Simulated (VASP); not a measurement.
Pd: single point with r2SCAN

The system is Pd.

```
Pd
1.0
     0.00000    1.95653    1.95653
     1.95653    0.00000    1.95653
     1.95653    1.95653    0.00000
Pd
1
Direct
  0.00000 0.00000 0.00000
```

```json
{
  "Program": "VASP 6.6.1",
  "Task": "single point",
  "Functional": "r2SCAN",
  "Potentials or basis": "VASP PAW PBE potentials, release 64 (Pd)",
  "Cutoff": "520 eV",
  "k mesh": "8 × 8 × 8",
  "Occupations": "fermi-dirac, width 0.05 eV",
  "Spin": "no spin polarisation",
  "Dipole correction": "no",
  "Further INCAR settings": "ALGO = Normal; EDIFF = 1e-06; NBANDS = 11"
}
```

* Pressure: 0.7 GPa
* Band gap on the k mesh: zero (bands 5 and 6 overlap by 1.64 eV)

Levels at points of the mesh, in eV from the Fermi level:
| k point | band 3 | band 4 | band 5 | band 6 | band 7 | band 8 |
| --- | --- | --- | --- | --- | --- | --- |
| (0.00, 0.00, 0.00) | -2.92 | -2.92 | -1.34 | -1.34 | 17.91 | 22.53 |
| (0.50, 0.00, 0.00) | -2.99 | -0.10 | -0.10 | 1.22 | 7.50 | 17.29 |
| (0.50, 0.50, 0.00) | -0.16 | 0.23 | 0.23 | 3.57 | 11.05 | 13.74 |

It took 16 s on 1 thread of AMD EPYC 9R45 96-Core Processor (Zen 5), with other jobs on the host, peak memory 0.11 GiB.

Caveat: the PAW data sets were made with another functional, which shifts forces and pressure a little.
